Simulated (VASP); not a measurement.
Runs of VASP 6.6.1 on C. The structure is that of space group Fd-3m (No. 227), or close to it. The cells are those of the table. 

```tsv
task	cell	cutoff (eV)	smearing	gap on the mesh (eV)	pressure (GPa)	relaxed volume (Å³/atom)
relaxation of cell and atoms	relaxed from a = 2.522 Å, angles 60.0°, 2 atoms	600	tetrahedron	4.14	0.0	5.69
single point	a = 2.447 Å, angles 60.0°, 2 atoms	520	gaussian 0.02 eV	4.36	49.7	-
single point	a = 2.525 Å, angles 60.0°, 2 atoms	600	tetrahedron	4.14	0.0	-
single point	a = 2.550 Å, angles 60.0°, 2 atoms	520	gaussian 0.02 eV	4.08	-11.5	-
single point	a = 2.525 Å, angles 60.0°, 2 atoms	520	gaussian 0.02 eV	4.14	(d)	-
single point	a = 2.474 Å, angles 60.0°, 2 atoms	520	gaussian 0.02 eV	(b)	31.0	-
single point	a = 2.575 Å, angles 60.0°, 2 atoms	520	gaussian 0.02 eV	(c)	(a)	-
single point	a = 2.500 Å, angles 60.0°, 2 atoms	520	gaussian 0.02 eV	4.21	14.8	-
relaxation of cell and atoms	relaxed from a = 2.522 Å, angles 60.0°, 2 atoms	600	gaussian 0.02 eV	4.14	0.0	5.69
single point	a = 2.525 Å, angles 60.0°, 2 atoms	600	gaussian 0.01 eV	4.14	0.0	-
```

Alike in all rows: level PBE; potentials or basis VASP PAW PBE potentials, release 64 (C); no spin polarisation; k mesh 12 × 12 × 12.

Question: Fill in the values left out.

Answer: (a) -22.1; (b) 4.29; (c) 4.01; (d) 0.7.

A k mesh can miss the band edges.
